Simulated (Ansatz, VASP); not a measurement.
# One calculation of CuO, two programs

```
CELL_PARAMETERS angstrom
4.16094 0.00000 0.00000
0.00000 4.16094 0.00000
0.00000 0.00000 3.88764
ATOMIC_POSITIONS crystal
Cu 0.50000 0.00000 0.50000
Cu 0.00000 0.50000 0.50000
Cu 0.00000 0.00000 0.00000
O 0.00000 0.00000 0.50000
O 0.50000 0.00000 0.00000
O 0.00000 0.50000 0.00000
```

Alike in both runs: task relaxation of cell and atoms; functional PBE; k mesh 7 × 7 × 7; occupations fermi-dirac, width 0.05 eV; no spin polarisation.

|  | VASP | Ansatz |
| --- | --- | --- |
| version | VASP 6.6.1 | Ansatz 0.2.0 |
| potentials or method | VASP PAW PBE potentials, release 64 (Cu, O) | Ansatz PAW |
| plane-wave cutoff (eV) | 600 | 420 |
| valence electrons in the cell | 51 | 75 |

|  | VASP | Ansatz | Ansatz less VASP |
| --- | --- | --- | --- |
| gap on the k mesh at the Fermi level, each at its own relaxed structure (eV) | none | none | - |
| relaxed volume (Å³/atom) | 11.47 | 11.48 | +0.011 |
| relaxed cell length with the largest relative difference (Å) | 3.878 | 3.862 | -0.0158 |

A gap of «none» marks a metal or a gap that the smearing closes. VASP's potentials hold 51 valence electrons a cell and Ansatz's 75, so a difference there can come from the potentials and not from the codes.

Noted on Ansatz's run: the plane-wave basis is chosen anew once the cell has moved, so the energies of steps on either side of that aren't comparable.
